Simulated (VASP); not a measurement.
# HfN (P6_3/mmc) in VASP: single point with PBE

Aim: the single point of HfN with PBE.

Everything below comes from runs of VASP 6.6.1. Logs are shortened: lines on timing, memory, paths and dates and some standing lists are left out, and cuts for length are marked.

**1. The cell of the first run**

It takes space group P6_3/mmc (No. 194, hexagonal). Conventional cell: a = 3.134 Å, b = 3.134 Å, c = 5.417 Å, α = 90.00°, β = 90.00°, γ = 120.00°. Hf (site symmetry -6m2) has 6 N at 2.26 Å within 3.0 Å. Within 3.0 Å of N (site symmetry -3m) lie 6 Hf at 2.26 Å and 2 N at 2.71 Å.

**2. Single point, PBE**

File INCAR:

```
SYSTEM = HfN
ALGO     = Normal         ! electronic algorithm
EDIFF    = 1E-6           ! SCF threshold, eV
ENCUT    = 520            ! plane-wave cutoff, eV
GGA      = PE             ! functional
ISIF     = 2              ! what is computed and relaxed
ISMEAR   = 0              ! smearing method
LASPH    = .TRUE.         ! aspherical terms in the spheres
LCHARG   = .FALSE.        ! write CHGCAR
LREAL    = .FALSE.        ! projectors in reciprocal space
LWAVE    = .FALSE.        ! write WAVECAR
NBANDS   = 23             ! bands
NELM     = 80             ! most SCF steps
PREC     = Accurate       ! precision mode
SIGMA    = 0.05           ! smearing width, eV
```

File KPOINTS:

```
k-points
0
G
  18 18 8
  0 0 0
```

File POSCAR:

```
HfN
1.0
    3.1339080200      0.0000000000      0.0000000000
   -1.5669540100      2.7140439600      0.0000000000
    0.0000000000      0.0000000000      5.4167677200
Hf N
2 2
Direct
    0.6666666700      0.3333333300      0.7500000000
    0.3333333300      0.6666666700      0.2500000000
    0.0000000000      0.0000000000      0.0000000000
    0.0000000000      0.0000000000      0.5000000000
```

Potentials or basis: VASP PAW PBE potentials, release 64 (Hf_pv, N).

Started as:

```console
$ cat potpaw_PBE.64/Hf_pv/POTCAR potpaw_PBE.64/N/POTCAR > POTCAR
$ mpirun -np 1 vasp_std > vasp.out
```

OUTCAR:

```text
SYSTEM = HfN
   EDIFF = 1E-6
   ENCUT = 520
   GGA = PE
   ISIF = 2
   ISMEAR = 0
   LASPH = .TRUE.
   LREAL = .FALSE.
   NELM = 80
   PREC = Accurate

 ion  position               nearest neighbor table
   1  0.667  0.333  0.750-   3 2.26   4 2.26   3 2.26   4 2.26   3 2.26   4 2.26   2 3.26   2 3.26
                             2 3.26   2 3.26   2 3.26   2 3.26
   2  0.333  0.667  0.250-   3 2.26   4 2.26   3 2.26   4 2.26   3 2.26   4 2.26   1 3.26   1 3.26
                             1 3.26   1 3.26   1 3.26   1 3.26
   3  0.000  0.000  0.000-   1 2.26   2 2.26   1 2.26   2 2.26   1 2.26   2 2.26
   4  0.000  0.000  0.500-   1 2.26   2 2.26   1 2.26   2 2.26   1 2.26   2 2.26

  LATTYP: Found a hexagonal cell.
 ALAT       =     3.1339080200
 C/A-ratio  =     1.7284386413

  Lattice vectors:

 A1 = (   3.1339080200,   0.0000000000,   0.0000000000)
 A2 = (  -1.5669540100,   2.7140439600,   0.0000000000)
 A3 = (   0.0000000000,   0.0000000000,   5.4167677200)

Analysis of symmetry for initial positions (statically):
=====================================================================
 Subroutine PRICEL returns:
 Original cell was already a primitive cell.

 Routine SETGRP: Setting up the symmetry group for a
 hexagonal supercell.

 Subroutine GETGRP returns: Found 24 space group operations
 (whereof 12 operations were pure point group operations)
 out of a pool of 24 trial point group operations.

The static configuration has the point symmetry D_3d.
 The point group associated with its full space group is D_6h.

Analysis of symmetry for dynamics (positions and initial velocities):
=====================================================================
 Subroutine PRICEL returns:
 Original cell was already a primitive cell.

 Routine SETGRP: Setting up the symmetry group for a
 hexagonal supercell.

 Subroutine GETGRP returns: Found 24 space group operations
 (whereof 12 operations were pure point group operations)
 out of a pool of 24 trial point group operations.

The dynamic configuration has the point symmetry D_3d.
 The point group associated with its full space group is D_6h.

 Subroutine INISYM returns: Found 24 space group operations
 (whereof 12 operations are pure point group operations),
 and found     1 'primitive' translations

----------------------------------------------------------------------------------------

                                     Primitive cell

  volume of cell :      46.0727

  direct lattice vectors                    reciprocal lattice vectors
     3.133908020  0.000000000  0.000000000     0.319090412  0.184226935  0.000000000
    -1.566954010  2.714043960  0.000000000     0.000000000  0.368453870  0.000000000
     0.000000000  0.000000000  5.416767720     0.000000000  0.000000000  0.184611940

  length of vectors
     3.133908020  3.133908021  5.416767720     0.368453870  0.368453870  0.184611940

  position of ions in fractional coordinates (direct lattice)
     0.666666670  0.333333330  0.750000000
     0.333333330  0.666666670  0.250000000
     0.000000000  0.000000000  0.000000000
     0.000000000  0.000000000  0.500000000

  ion indices of the primitive-cell ions
   primitive index   ion index
                 1           1
                 2           2
                 3           3
                 4           4

----------------------------------------------------------------------------------------

 KPOINTS: k-points

Automatic generation of k-mesh.
 Grid dimensions read from file:
 generate k-points for:   18   18    8

 Generating k-lattice:

  Cartesian coordinates                     Fractional coordinates (reciprocal lattice)
     0.017727245  0.010234830  0.000000000     0.055555556  0.000000000  0.000000000
     0.000000000  0.020469659  0.000000000     0.000000000  0.055555556  0.000000000
     0.000000000  0.000000000  0.023076493     0.000000000  0.000000000  0.125000000

  Length of vectors
     0.020469659  0.020469659  0.023076493

  Shift w.r.t. Gamma in fractional coordinates (k-lattice)
     0.000000000  0.000000000  0.000000000

 Subroutine IBZKPT returns following result:
 ===========================================

 Found    185 irreducible k-points:

 Following reciprocal coordinates:
            Coordinates               Weight
  0.000000  0.000000  0.000000      1.000000
  0.055556 -0.000000  0.000000      6.000000
  0.111111 -0.000000  0.000000      6.000000
  0.166667  0.000000  0.000000      6.000000
  0.222222  0.000000  0.000000      6.000000
  0.277778  0.000000  0.000000      6.000000
[... 16 lines left out ...]
  0.333333  0.111111  0.000000     12.000000
  0.388889  0.111111  0.000000     12.000000
 [... further k-points ...]
   k-points           NKPTS =    185   k-points in BZ     NKDIM =    185   number of bands    NBANDS=     23
   number of dos      NEDOS =    301   number of ions     NIONS =      4
   total plane-waves  NPLWV =  23040
   dimension x,y,z NGX =    24 NGY =   24 NGZ =   40
   dimension x,y,z NGXF=    48 NGYF=   48 NGZF=   80
   ions per type =               2   2
   NGX,Y,Z   is equivalent  to a cutoff of  12.73, 12.73, 12.28 a.u.
   NGXF,Y,Z  is equivalent  to a cutoff of  25.46, 25.46, 24.55 a.u.
 SYSTEM =  HfN
   PREC   = accura    normal or accurate (medium, high low for compatibility)
   ISTART =      0    job   : 0-new  1-cont  2-samecut
   ICHARG =      2    charge: 1-file 2-atom 10-const
   ISPIN  =      1    spin polarized calculation?
   LNONCOLLINEAR =      F non collinear calculations
   LSORBIT =      F    spin-orbit coupling
   LASPH  =      T    aspherical Exc in radial PAW
   ENCUT  =  520.0 eV  38.22 Ry    6.18 a.u.   5.83  5.83 10.07*2*pi/ulx,y,z
   NELM   =     80;   NELMIN=  2; NELMDL= -5     # of ELM steps
   EDIFF  = 0.1E-05   stopping-criterion for ELM
   LREAL  =      F    real-space projection
   EDIFFG = 0.1E-04   stopping-criterion for IOM
   NSW    =      0    number of steps for IOM
   IBRION =     -1    ionic relax: 0-MD 1-quasi-New 2-CG
   NFREE  =      0    steps in history (QN), initial steepest desc. (CG)
   ISIF   =      2    stress and relaxation
   ISYM   =      2    0-nonsym 1-usesym 2-fastsym
   POTIM  = 0.5000    time-step for ionic-motion
   TEBEG  =    0.0;   TEEND  =   0.0 temperature during run
   PSTRESS=    0.0 pullay stress
   NELECT =      30.0000    total number of electrons
   NUPDOWN=      -1.0000    fix difference up-down
   EMIN   =  10.00;   EMAX   =-10.00  energy-range for DOS
   EFERMI =   0.00;   METHOD = LEGACY
   ISMEAR =     0;   SIGMA  =   0.05  broadening in eV -4-tet -1-fermi 0-gaus
   EFERMI_NEDOS =   21; number of points for ismear=-14 and -15
   IALGO  =     38    algorithm
   IMIX   =      4    mixing-type and parameters
     AMIX     =   0.40;   BMIX     =  1.00
     AMIX_MAG =   1.60;   BMIX_MAG =  1.00
  volume/ion in A,a.u.               =      11.52        77.73
  Fermi-wavevector in a.u.,A,eV,Ry     =   1.418951  2.681429 27.394278  2.013423
  Thomas-Fermi vector in A             =   2.540023
   LORBIT       =      0    0 simple, 1 ext, 2 COOP (PROOUT), +10 PAW based schemes
   GGA     = PE    functional components
   LHFCALC =     F    Hartree Fock is set to
   AEXX    =    0.0000 exact exchange contribution
   IVDW    =     0    specifies the selected vdW correction
   LEPSILON=     F    determine dielectric tensor
   LRPA    =     F    only Hartree local field effects (RPA)
 non-spin polarized calculation
 Gauss-broadening in eV      SIGMA  =   0.05
  energy-cutoff  :      520.00
  volume of cell :       46.07
 maximum number of plane-waves:      1275
 NGX is ok and might be reduce to    24
   NGX = 11   NGY = 11   NGZ = 21

 number of electron      30.0000001 magnetization

 Free energy of the ion-electron system (eV)
  ---------------------------------------------------
  ext. energy  EPLUGINS =         0.00000000
  ---------------------------------------------------
  free energy    TOTEN  =       -43.40275119 eV

  energy without entropy =      -43.40199415  energy(sigma->0) =      -43.40237267

 E-fermi :   7.9317     XC(G=0): -12.7441

 val. band max:        7.9276035059   @ k =   0.3889   0.1667   0.5000
 cond. band min:       7.9685478740   @ k =   0.0556  -0.0000   0.1250
 fundamental gap:      0.0409443681
 Fermi energy:         7.9317123907

 k-point     1 :       0.0000    0.0000    0.0000
  band No.  band energies     occupation
      1     -23.7816      2.00000
      2     -22.9233      2.00000
      3     -22.8184      2.00000
      4     -22.8184      2.00000
      5     -22.7578      2.00000
      6     -22.7578      2.00000
[... 15 lines left out ...]
     22      13.5636      0.00000
     23      13.5636      0.00000

 k-point     2 :       0.0556   -0.0000    0.0000
  band No.  band energies     occupation
      1     -23.7705      2.00000
      2     -22.9242      2.00000
      3     -22.8451      2.00000
      4     -22.8270      2.00000
      5     -22.7843      2.00000
      6     -22.7601      2.00000
[... 15 lines left out ...]
     22      13.4412      0.00000
     23      13.5512      0.00000

 k-point     3 :       0.1111   -0.0000    0.0000
  band No.  band energies     occupation
      1     -23.7379      2.00000
      2     -22.9273      2.00000
      3     -22.9234      2.00000
      4     -22.8577      2.00000
      5     -22.8505      2.00000
      6     -22.7681      2.00000
[... 15 lines left out ...]
     22      13.1214      0.00000
     23      13.5221      0.00000
[... 495 lines left out ...]
 k-point    23 :       0.3333    0.1111    0.0000
  band No.  band energies     occupation
      1     -23.5853      2.00000
      2     -23.4135      2.00000
      3     -23.3669      2.00000
      4     -23.0730      2.00000
      5     -23.0198      2.00000
      6     -22.9247      2.00000
[... 15 lines left out ...]
     22      14.2463      0.00000
     23      14.7428      0.00000

 k-point    24 :       0.3889    0.1111    0.0000
  band No.  band energies     occupation
      1     -23.6509      2.00000
      2     -23.4600      2.00000
      3     -23.3081      2.00000
      4     -23.1003      2.00000
      5     -23.0495      2.00000
      6     -22.9395      2.00000
[... 15 lines left out ...]
     22      14.2792      0.00000
     23      15.1780      0.00000

 [... further k-points ...]
[... 5 lines left out ...]
  --------------------------------------------------------------------------------------
  -------------------------------------------------------------------------------------
  Total        1.1491515      1.1491515      0.9832233      0.0000000      0.0000000      0.0000000
  in kB       39.9617538     39.9617538     34.1915978      0.0000000      0.0000000      0.0000000
  external PRESSURE =      38.0383685 kB  Pullay stress =       0.0000000 kB

 VOLUME and BASIS-vectors are now :
 -----------------------------------------------------------------------------
  energy-cutoff  :      520.00
  volume of cell :       46.07
      direct lattice vectors                 reciprocal lattice vectors
     3.133908020  0.000000000  0.000000000     0.319090412  0.184226935  0.000000000
    -1.566954010  2.714043960  0.000000000     0.000000000  0.368453870  0.000000000
     0.000000000  0.000000000  5.416767720     0.000000000  0.000000000  0.184611940

 POSITION                                       TOTAL-FORCE (eV/Angst)
 -----------------------------------------------------------------------------------
      1.56695      0.90468      4.06258        -0.000000      0.000000      0.000000
     -0.00000      1.80936      1.35419         0.000000     -0.000000      0.000000
      0.00000      0.00000      0.00000         0.000000     -0.000000      0.000000
      0.00000      0.00000      2.70838         0.000000     -0.000000      0.000000
 -----------------------------------------------------------------------------------
    total drift:                               -0.000004      0.000002     -0.000000

  FREE ENERGIE OF THE ION-ELECTRON SYSTEM (eV)
  ---------------------------------------------------
  free  energy   TOTEN  =       -43.4027511853 eV

  energy  without entropy=      -43.4019941529  energy(sigma->0) =      -43.40237267
```

Wall time 98 s (1 thread of Intel Xeon Platinum 8259CL at 2.50GHz (Skylake/Cascade Lake), shared host); peak memory 0.29 GiB.

What came out:

```yaml
Free_energy: -43.4028 eV
Pressure: 3.8 GPa
Band_gap_on_the_k_mesh: zero (band 15 reaches 9.80 eV, above the bottom of band 16 at 7.49 eV)
```

Stress tensor (GPa, compression positive):
```
4.00 0.00 0.00
0.00 4.00 0.00
0.00 0.00 3.42
```

Caveat: spin-orbit coupling is left out, which moves the levels of the heavy elements.
